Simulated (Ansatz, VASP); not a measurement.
## PtPb: VASP beside Ansatz

File INCAR:

```
SYSTEM = PtPb
PREC = Accurate
ENCUT = 520
EDIFF = 1E-8
ISMEAR = -1
SIGMA = 0.05
LREAL = .FALSE.
LASPH = .TRUE.
NELM = 80
ALGO = Normal
ISIF = 2
LWAVE = .FALSE.
LCHARG = .FALSE.
LEFG = .TRUE.
NBANDS = 32
```

Contents of KPOINTS:

```
Automatic mesh
0
G
  10 10 7
  0 0 0
```

The input POSCAR:

```
PtPb
1.0
    4.2214765254      0.0000000000      0.0000000000
   -2.1107382628      3.6559059125      0.0000000000
    0.0000000000      0.0000000000      5.4193814470
Pt Pb
2 2
Direct
    0.3333333333      0.6666666667      0.2500000000
    0.6666666667      0.3333333333      0.7500000000
    0.0000000000      0.0000000000      0.0000000000
    0.0000000000      0.0000000000      0.5000000000
```

Input for Ansatz:

```yaml
crystal:
  lattice:
    - [4.2214765254, 0.0, 0.0]
    - [-2.1107382628, 3.6559059125, 0.0]
    - [0.0, 0.0, 5.419381447]
  atoms:
    - { symbol: Pt, position: [0.3333333333, 0.6666666667, 0.25] }
    - { symbol: Pt, position: [0.6666666667, 0.3333333333, 0.75] }
    - { symbol: Pb, position: [0.0, 0.0, 0.0] }
    - { symbol: Pb, position: [0.0, 0.0, 0.5] }
kpoints:
  mp_grid: { grid: [10, 10, 7] }
scf:
  occupations: { method: fermi_dirac, width: 0.05 }
hamiltonian:
  xc: lda
  pseudopotentials: { kind: all_electron, datasets: crystal }
output:
  forces: true
  stress: true
  eigenvalues: true
  efg: { contact_densities: true }
```

Change from the starting cell: volume scaled by 0.98, crystal datasets.

Alike in both runs: task electric field gradients; functional LDA; k mesh 10 × 10 × 7; occupations fermi-dirac, width 0.05 eV; no spin polarisation.

|  | VASP | Ansatz |
| --- | --- | --- |
| version | VASP 6.6.1 | Ansatz 0.2.0 |
| potentials or method | VASP PAW LDA potentials, release 64 (Pt, Pb_d), cutoff 520 eV | all-electron PAW with datasets made for the crystal, scalar-relativistic |

|  | VASP | Ansatz | Ansatz less VASP |
| --- | --- | --- | --- |
| pressure (GPa) | 9.7 | 9.4 | -0.38 |
| traceless stress, the component that is largest in VASP (GPa) | 18.43 | 18.46 | +0.033 |
| size of Vzz on the site where it differs most (V/Å²) | 11.5 | 90.2 | +78.73 |

LDA's correlation is that of Perdew and Zunger in VASP and of Perdew and Wang (1992) in Ansatz. One of these differences is far larger than is usual between the two programs; its cause wasn't traced. Ansatz ran all-electron here, and VASP with PAW potentials.

Neither program's run includes spin-orbit coupling.
